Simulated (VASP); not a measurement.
Runs of VASP 6.6.1 on Zn3SnO. The structure is that of space group Pm-3m (No. 221), or close to it. The cells are those of the table. 

```csv
task,cell,k mesh,cutoff (eV),gap on the mesh (eV),pressure (GPa),relaxed volume (Å³/atom)
relaxation of cell and atoms,"relaxed from a = 4.263 Å, 5 atoms",8 × 8 × 8,600,none,0.0,15.53
single point,"a = 4.263 Å, 5 atoms",8 × 8 × 8,520,none,0.3,-
single point,"a = 4.263 Å, 5 atoms",6 × 6 × 6,520,none,0.4,-
relaxation of cell and atoms,"relaxed from a = 3.985 Å, 5 atoms",6 × 6 × 6,600,none,0.1,(a)
```

Alike in all rows: level PBEsol; potentials or basis VASP PAW PBE potentials, release 64 (Zn, Sn_d, O); no spin polarisation; smearing gaussian 0.1 eV.

Question: Estimate the missing entries.

Answer: (a) 15.54.

Caveats: the PAW data sets were made with another functional, which shifts forces and pressure a little; spin-orbit coupling is left out, which moves the levels of the heavy elements; semilocal functionals underestimate gaps, and a narrow one can read as zero (at least some runs); the volume moved by over 15 % at a fixed basis, so the end points are rough (at least some runs).

A k mesh can miss the band edges, and the runs leave out spin-orbit coupling on Sn.

A gap of «none» marks levels without a gap at the run's occupations.
